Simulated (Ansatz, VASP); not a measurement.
C in VASP and in Ansatz

```
C
1.0
     2.53716    0.00000    0.00000
    -1.26858    2.19724    0.00000
     0.00000    0.00000    6.47204
C
4
Direct
  0.00000 0.00000 0.00250
  0.00000 0.00000 0.50250
  0.33333 0.66667 0.00250
  0.66667 0.33333 0.50250
```

Alike in both runs: task single point; functional PBEsol; dispersion D3(BJ); k mesh 21 × 21 × 8; occupations gaussian, width 0.15 eV; no spin polarisation.

|  | VASP | Ansatz |
| --- | --- | --- |
| version | VASP 6.6.1 | Ansatz 0.2.0 |
| potentials or method | VASP PAW PBE potentials, release 64 (C), cutoff 520 eV | scalar-relativistic, plane waves, PAW |
| valence electrons in the cell | 16 | 16 |

|  | VASP | Ansatz | Ansatz less VASP |
| --- | --- | --- | --- |
| gap on the k mesh at the Fermi level (eV) | none | none | - |
| pressure (GPa) | -24.0 | -24.6 | -0.64 |
| traceless stress, the component that is largest in VASP (GPa) | 24.71 | 25.42 | +0.704 |

VASP's potentials were made for PBE, not for PBEsol, and Ansatz warns of the same on its side. A gap of «none» marks a metal or a gap that the smearing closes.
